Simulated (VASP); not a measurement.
Input of a VASP 6.6.1 run:

INCAR

```
SYSTEM = Cu
ALGO = Normal
EDIFF = 1E-6
ENCUT = 820
GGA = PE
GGA_COMPAT = .FALSE.
ISIF = 2
ISMEAR = 0
LASPH = .TRUE.
LCHARG = .FALSE.
LREAL = .FALSE.
LWAVE = .FALSE.
NBANDS = 26
NELM = 120
PREC = Accurate
SIGMA = 0.1
```

The input KPOINTS:

```
k-points
0
G
  14 14 16
  0 0 0
```

Contents of POSCAR:

```
Cu
1.0
    3.0395937007      0.0000000000      0.0000000000
    0.0000000000      3.0395937007      0.0000000000
    0.0000000000      0.0000000000      2.7094467978
Cu
2
Direct
    0.0000000000      0.0000000000      0.0000000000
    0.5000000000      0.5000000000      0.5000000000
```

Potentials or basis: VASP PAW PBE potentials, release 64 (Cu_sv_GW).

Launch:

```console
$ cat potpaw_PBE.64/Cu_sv_GW/POTCAR > POTCAR
$ mpirun -np 1 vasp_std > vasp.out
```

(1) Estimate the band gap on the k mesh.

(2) Predict the pressure.

Results:

(1) zero (bands 19 and 20 overlap by 7.29 eV).

(2) -6.6 GPa.

Caveat: the cell differs from its parent crystal (biaxial strain in the a-b plane: +3.0 %); the cell stands under tension.
